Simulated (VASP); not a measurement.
Write the native input for VASP 6.6.1 that does the following.

```yaml
Task: electric field gradients
Functional: PBE
Potentials_or_basis: VASP PAW PBE potentials, release 64 (Zr_sv)
Cutoff: 520 eV
k_mesh: 12 × 12 × 7
Occupations: fermi-dirac, width 0.05 eV
Spin: no spin polarisation
Dipole_correction: no
Further_INCAR_settings: ALGO = Normal; EDIFF = 1e-08; NBANDS = 19
```

The structure of Zr lies in POSCAR:

```
Zr
1.0
    3.2174909499      0.0000000000      0.0000000000
   -1.6087454750      2.7864288991      0.0000000000
    0.0000000000      0.0000000000      5.1375060681
Zr
2
Direct
    0.3333333333      0.6666666667      0.2500000000
    0.6666666667      0.3333333333      0.7500000000
```

This cell differs from its parent crystal: volume scaled by 0.98.

One way to write it, as run:

INCAR

```
  PREC = Accurate
  ENCUT = 520
  EDIFF = 1E-8
  ISMEAR = -1
  SIGMA = 0.05
  LREAL = F
  LASPH = T
  NELM = 60
  ALGO = Normal
  ISIF = 2
  LWAVE = F
  LCHARG = F
  GGA = PE
  LEFG = T
  NBANDS = 19
```

KPOINTS

```
Automatic mesh
0
Gamma
  12 12 7
```

Potentials or basis: VASP PAW PBE potentials, release 64 (Zr_sv).

The run is started by

```bash
$ cat potpaw_PBE.64/Zr_sv/POTCAR > POTCAR
$ mpirun -np 1 vasp_std > vasp.out
```

Results of the run:

```json
{"Pressure": "1.6 GPa", "Band gap on the k mesh": "zero (band 12 reaches 9.98 eV, above the bottom of band 13 at 8.87 eV)"}
```

Caveat: without QUAD_EFG the Cq values of the log hold for a quadrupole moment of 1 mb, not for the nuclei.

Run time: 39 s on 1 thread of Intel Xeon 6975P-C, on a shared host, peak memory 0.19 GiB.
